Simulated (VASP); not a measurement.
# Ir: single point with LDA

Crystal: Ir.

```xyz
2
Lattice="2.7864 0.0000 0.0000 -1.3932 2.4131 0.0000 0.0000 0.0000 4.6202" Properties=species:S:1:pos:R:3 pbc="T T T"
Ir    1.3932    0.8044    3.4651
Ir    0.0000    1.6087    1.1550
```

```json
{"Program": "VASP 6.6.1", "Task": "single point", "Functional": "LDA", "Potentials or basis": "VASP PAW LDA potentials, release 64 (Ir)", "Cutoff": "500 eV", "k mesh": "18 × 18 × 10", "Occupations": "gaussian, width 0.15 eV", "Spin": "no spin polarisation"}
```

```yaml
Pressure: -32.0 GPa
Band_gap_on_the_k_mesh: zero (band 9 reaches 9.74 eV, above the bottom of band 10 at 6.77 eV)
```

Stress tensor (GPa, compression positive):
```
-29.94   0.00   0.00
  0.00 -29.94   0.00
  0.00   0.00 -35.98
```

Levels at points of the mesh, in eV from the Fermi level:
```tsv
k point	band 6	band 7	band 8	band 9	band 10	band 11	band 12	band 13
(0.00, 0.00, 0.00)	-2.79	-2.79	-1.88	-1.88	-0.69	0.27	0.27	5.97
(0.50, 0.00, 0.00)	-2.90	-2.70	0.75	0.75	1.06	2.72	4.09	7.66
(0.00, 0.00, 0.50)	-3.38	-3.38	-3.38	-0.40	-0.40	-0.40	-0.40	13.12
(0.50, 0.00, 0.50)	-1.74	-0.73	-0.73	0.93	0.93	1.92	1.92	6.95
```

Run time: 51 s on 1 thread of Intel(R) Xeon(R) Platinum 8488C (Sapphire Rapids) (shared host), peak memory 0.2 GiB.

Caveat: spin-orbit coupling is left out, which moves the levels of the heavy elements.
